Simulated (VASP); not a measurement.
Wanted: the native input for a VASP 6.6.1 run.

```
Task                   : single point
Functional             : PBEsol
Dispersion             : D3(BJ)
Potentials or basis    : VASP PAW PBE potentials, release 64 (Pb_d)
Cutoff                 : 520 eV
k mesh                 : 9 × 9 × 9
Occupations            : fermi-dirac, width 0.05 eV
Spin                   : no spin polarisation
Dipole correction      : no
Further INCAR settings : ALGO = Normal; EDIFF = 1e-06; NBANDS = 13
```

The structure of Pb lies in POSCAR:

```
Pb
1.0
    0.0000000000      2.4244444492      2.4244444492
    2.4244444492      0.0000000000      2.4244444492
    2.4244444492      2.4244444492      0.0000000000
Pb
1
Direct
    0.0000000000      0.0000000000      0.0000000000
```

The input as run:

INCAR

```
ALGO     = Normal         # electronic algorithm
EDIFF    = 1E-6           # SCF threshold, eV
ENCUT    = 520            # plane-wave cutoff, eV
GGA      = PS             # functional
ISIF     = 2              # what is computed and relaxed
ISMEAR   = -1             # smearing method
IVDW     = 12             # dispersion correction
LASPH    = T              # aspherical terms in the spheres
LCHARG   = T              # write CHGCAR
LELF     = T              # ELF
LREAL    = F              # projectors in reciprocal space
LVHAR    = T            
LWAVE    = F              # write WAVECAR
NBANDS   = 13             # bands
NELM     = 80             # most SCF steps
PREC     = Accurate       # precision mode
SIGMA    = 0.05           # smearing width, eV
```

KPOINTS

```
k-points
0
Gamma
  9 9 9
```

Potentials or basis: VASP PAW PBE potentials, release 64 (Pb_d).

Launch:

```console
$ cat potpaw_PBE.64/Pb_d/POTCAR > POTCAR
$ mpirun -np 1 vasp_std > vasp.out
```

Results of the run:

The pressure is -0.1 GPa and the band gap on the k mesh is zero (band 7 reaches 15.72 eV, above the bottom of band 8 at 6.13 eV). The dispersion energy per atom is -0.471 eV.

Caveat: the PAW data sets were made with another functional, which shifts forces and pressure a little; spin-orbit coupling is left out, which moves the levels of the heavy elements; pairwise dispersion overbinds metals, which lowers pressure and volume.

Run time: 18 s on 1 thread of Intel(R) Xeon(R) Platinum 8259CL CPU @ 2.50GHz (Skylake/Cascade Lake) (shared host), peak memory 0.17 GiB.
